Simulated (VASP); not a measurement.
# Al6N5 (a cell with a defect) in VASP: further runs, part 2 of 2

VASP 6.6.1. Earlier steps stand in the parts before.

## (3) Single point, PBEsol

Contents of INCAR:

```
SYSTEM = Al6N5
ALGO = Normal ; EDIFF = 1E-6
ENCUT = 520 ; GGA = PS
ISIF = 2 ; ISMEAR = 0
LASPH = .True. ; LCHARG = .False.
LREAL = .False. ; LWAVE = .False.
NBANDS = 32 ; NELECT = 40.0
NELM = 60 ; PREC = Accurate
SIGMA = 0.05
```

Contents of KPOINTS:

```
k-points
0
Gamma
  6 6 6
  0 0 0
```

Contents of POSCAR:

```
Al6N5
1.0
   -3.3014697842      0.0000000000      4.1398709024
    1.6507348921     -2.8591567030      4.1398709024
    1.6507348921      2.8591567030      4.1398709024
Al N
6 5
Direct
    0.2500000000      0.9166666667      0.5833333333
    0.5833333333      0.2500000000      0.9166666667
    0.9166666667      0.5833333333      0.2500000000
    0.7500000000      0.0833333333      0.4166666667
    0.0833333333      0.4166666667      0.7500000000
    0.4166666667      0.7500000000      0.0833333333
    0.4166666667      0.0833333333      0.7500000000
    0.7500000000      0.4166666667      0.0833333333
    0.8637759550      0.3254675252      0.5946217401
    0.2500000000      0.5833333333      0.9166666667
    0.5833333333      0.9166666667      0.2500000000
```

Potentials or basis: VASP PAW PBE potentials, release 64 (Al, N).

Launch:

```bash
$ cat potpaw_PBE.64/Al/POTCAR potpaw_PBE.64/N/POTCAR > POTCAR
$ mpirun -np 1 vasp_std > vasp.out
```

OUTCAR:

```text
SYSTEM = Al6N5
   EDIFF = 1E-6
   ENCUT = 520
   GGA = PS
   ISIF = 2
   ISMEAR = 0
   LASPH = .True.
   LREAL = .False.
   NELECT = 40.0
   NELM = 60
   PREC = Accurate

 ion  position               nearest neighbor table
   1  0.250  0.917  0.583-  11 1.91  10 1.91   7 2.07   9 2.28   4 2.81   4 2.81   5 2.81   6 2.81
                             5 2.81   6 2.81   2 3.30   3 3.30   2 3.30   3 3.30   2 3.30   3 3.30
   2  0.583  0.250  0.917-   9 1.76  10 1.91  11 1.91   8 2.07   7 2.07   6 2.81   6 2.81   4 2.81
                             5 2.81   5 2.81   4 2.81   3 3.30   1 3.30   1 3.30   3 3.30   1 3.30
   3  0.917  0.583  0.250-   9 1.76  10 1.91  11 1.91   8 2.07   5 2.81   5 2.81   4 2.81   6 2.81
                             6 2.81   4 2.81   2 3.30   1 3.30   1 3.30   1 3.30   2 3.30   2 3.30
   4  0.750  0.083  0.417-   7 1.91   8 1.91  11 2.07   9 2.24   1 2.81   1 2.81   3 2.81   2 2.81
                             3 2.81   2 2.81   5 3.30   6 3.30   6 3.30   5 3.30   6 3.30   5 3.30
   5  0.083  0.417  0.750-   8 1.91   7 1.91   9 1.96  10 2.07   3 2.81   3 2.81   1 2.81   2 2.81
                             2 2.81   1 2.81   6 3.30   4 3.30   4 3.30   6 3.30   6 3.30   4 3.30
   6  0.417  0.750  0.083-   8 1.91   7 1.91  10 2.07  11 2.07   2 2.81   2 2.81   3 2.81   1 2.81
[... 222 lines left out ...]
      5      -5.7323      2.00000
      6       0.7619      2.00000
[... 829 lines left out ...]
     31      16.2008      0.00000
     32      16.2982      0.00000

 [... further k-points ...]
[... 5 lines left out ...]
  --------------------------------------------------------------------------------------
  -------------------------------------------------------------------------------------
  Total      -30.7330748    -26.3797828    -33.2488812      3.6086232      0.0538614      0.8537682
  in kB     -420.0135072   -360.5192500   -454.3957708     49.3172425      0.7360961     11.6680217
  external PRESSURE =    -411.6428427 kB  Pullay stress =       0.0000000 kB

 VOLUME and BASIS-vectors are now :
 -----------------------------------------------------------------------------
  energy-cutoff  :      520.00
  volume of cell :      117.23
      direct lattice vectors                 reciprocal lattice vectors
    -3.301469784  0.000000000  4.139870902    -0.201930264  0.000000000  0.080517809
     1.650734892 -2.859156703  4.139870902     0.100965132 -0.174876739  0.080517809
     1.650734892  2.859156703  4.139870902     0.100965132  0.174876739  0.080517809

 POSITION                                       TOTAL-FORCE (eV/Angst)
 -----------------------------------------------------------------------------------
      1.65073     -0.95305      7.24477         0.325324     -0.231866      2.883094
      0.00000      1.90610      7.24477         1.870243      1.122378     -0.192311
     -1.65073     -0.95305      7.24477         0.071198     -2.027263     -2.824528
     -1.65073      0.95305      5.17484         2.078192     -1.174213     -0.263655
      1.65073      0.95305      5.17484         0.218716      2.010378      0.500160
     -0.00000     -1.90610      5.17484        -1.867459     -1.161774      0.019392
     -0.00000      1.90610      5.17484        -0.015233     -0.132310     -0.131085
     -1.65073     -0.95305      5.17484         0.179914      0.569932      0.272881
     -1.33291      0.76955      7.38497        -4.297628      1.083210     -0.348005
      1.65073      0.95305      7.24477         1.233619     -0.351713      0.111503
      0.00000     -1.90610      7.24477         0.203113      0.293241     -0.027446
 -----------------------------------------------------------------------------------
    total drift:                               -0.000017      0.000148      0.000014

  FREE ENERGIE OF THE ION-ELECTRON SYSTEM (eV)
  ---------------------------------------------------
  free  energy   TOTEN  =      -101.5448455306 eV

  energy  without entropy=     -101.5406146907  energy(sigma->0) =     -101.54273011
```

OSZICAR:

```text
N       E                     dE             d eps       ncg     rms          rms(c)
DAV:   1     0.112012497475E+03    0.11201E+03   -0.18147E+04  7168   0.111E+03
DAV:   2    -0.970714251608E+02   -0.20908E+03   -0.19953E+03  9048   0.221E+02
DAV:   3    -0.111814165363E+03   -0.14743E+02   -0.14653E+02  9024   0.622E+01
DAV:   4    -0.111977082018E+03   -0.16292E+00   -0.16279E+00  8952   0.727E+00
DAV:   5    -0.111979537535E+03   -0.24555E-02   -0.24554E-02  9360   0.890E-01    0.179E+01
DAV:   6    -0.101700530453E+03    0.10279E+02   -0.44427E+01  8608   0.261E+01    0.695E+00
DAV:   7    -0.101653592389E+03    0.46938E-01   -0.19284E+00  8936   0.665E+00    0.428E+00
DAV:   8    -0.101587907276E+03    0.65685E-01   -0.68648E-01  8984   0.342E+00    0.242E+00
DAV:   9    -0.101548734007E+03    0.39173E-01   -0.32376E-01  8976   0.270E+00    0.532E-01
DAV:  10    -0.101546096789E+03    0.26372E-02   -0.39141E-02  8936   0.106E+00    0.399E-01
DAV:  11    -0.101544979984E+03    0.11168E-02   -0.48879E-03  8920   0.336E-01    0.244E-01
DAV:  12    -0.101544854358E+03    0.12563E-03   -0.28455E-03  9048   0.202E-01    0.740E-02
DAV:  13    -0.101544853995E+03    0.36314E-06   -0.16841E-04  9872   0.790E-02    0.320E-02
DAV:  14    -0.101544845118E+03    0.88771E-05   -0.86202E-05  8944   0.450E-02    0.182E-02
DAV:  15    -0.101544845389E+03   -0.27120E-06   -0.11579E-05  8992   0.182E-02    0.506E-03
DAV:  16    -0.101544845531E+03   -0.14156E-06   -0.19554E-06  5848   0.755E-03
   1 F= -.10154485E+03 E0= -.10154273E+03  d E =-.423084E-02
```

Wall time 11 min (1 thread of Intel Xeon 8259CL, shared host); peak memory 0.44 GiB.

Results:

| Quantity | Value |
| --- | --- |
| Free energy | -101.5448 eV |
| Largest force | 4.446 eV/Å |

Forces on the atoms (eV/Å):
```
Al   0.325 -0.232  2.883
Al   1.870  1.122 -0.192
Al   0.071 -2.027 -2.825
Al   2.078 -1.174 -0.264
Al   0.219  2.010  0.500
Al  -1.867 -1.162  0.019
N   -0.015 -0.132 -0.131
N    0.180  0.570  0.273
N   -4.298  1.083 -0.348
N    1.234 -0.352  0.112
N    0.203  0.293 -0.027
```

Caveat: the cell carries a net charge on a neutralising background, which shifts energy and pressure; the cell differs from its parent crystal (atoms taken out, atom 9 moved -0.125 of the way to it and -0.175 Å across, host rigid); the cell is charged against a uniform background, so pressure and absolute levels hang on convention; the PAW data sets were made with another functional, which shifts forces and pressure a little.

## (4) Single point, PBEsol

Contents of INCAR:

```
SYSTEM = Al6N5
PREC = Accurate
ENCUT = 520
EDIFF = 1E-6
ISMEAR = 0
SIGMA = 0.05
LREAL = .False.
LASPH = .True.
NELM = 60
ALGO = Normal
ISIF = 2
LWAVE = .False.
LCHARG = .False.
GGA = PS
NELECT = 40.0
NBANDS = 32
```

Contents of KPOINTS:

```
Automatic mesh
0
Gamma
  6 6 6
  0 0 0
```

Edit POSCAR of step 3 so:

```diff
@@ -16,3 +16,3 @@
     0.7500000000      0.4166666667      0.0833333333
-    0.8637759550      0.3254675252      0.5946217401
+    0.7996611982      0.3514025755      0.5755318868
     0.2500000000      0.5833333333      0.9166666667
```

Launch:

```bash
$ cat potpaw_PBE.64/Al/POTCAR potpaw_PBE.64/N/POTCAR > POTCAR
$ mpirun -np 1 vasp_std > vasp.out
```

Wall time 13 min (1 thread of Intel Xeon 8259CL, shared host); peak memory 0.44 GiB.

The run converged. Its results:

```
Free energy   : -100.0679 eV
Largest force : 5.665 eV/Å
```

Forces on the atoms (eV/Å):
```
Al  -0.374  0.135  2.476
Al   3.162  2.810  0.083
Al  -0.668 -3.989 -2.268
Al   1.969 -1.068 -0.638
Al   0.482  1.549  0.480
Al  -1.671 -0.978  0.060
N    0.717 -0.116 -1.081
N   -0.381  0.070 -0.543
N   -5.145  1.918  1.393
N    1.556 -0.253  0.165
N    0.353 -0.076 -0.127
```

Levels at points of the mesh, in eV from the Fermi level:
```csv
k point,band 18,band 19,band 20,band 21,band 22,band 23
"(0.00, 0.00, 0.00)",-0.52,-0.32,-0.11,0.55,3.16,4.15
"(0.50, 0.00, 0.00)",-0.87,-0.36,0.06,0.17,2.74,3.53
"(0.00, 0.50, 0.00)",-1.24,-0.59,0.03,0.27,2.71,3.79
"(0.00, 0.00, 0.50)",-1.07,-0.67,-0.19,0.51,3.01,3.57
"(0.50, 0.50, 0.00)",-1.26,-0.55,-0.18,0.23,3.23,3.94
"(0.50, 0.00, 0.50)",-1.43,-0.62,-0.21,0.24,3.08,3.89
"(0.00, 0.50, 0.50)",-1.61,-0.91,-0.40,-0.21,3.08,3.78
"(0.50, 0.50, 0.50)",-1.64,-1.36,-0.96,0.83,2.97,3.80
```

Caveat: the cell carries a net charge on a neutralising background, which shifts energy and pressure; the cell differs from its parent crystal (atoms taken out, atom 9 moved -0.125 of the way to it and -0.525 Å across, host rigid); the cell is charged against a uniform background, so pressure and absolute levels hang on convention; the PAW data sets were made with another functional, which shifts forces and pressure a little.
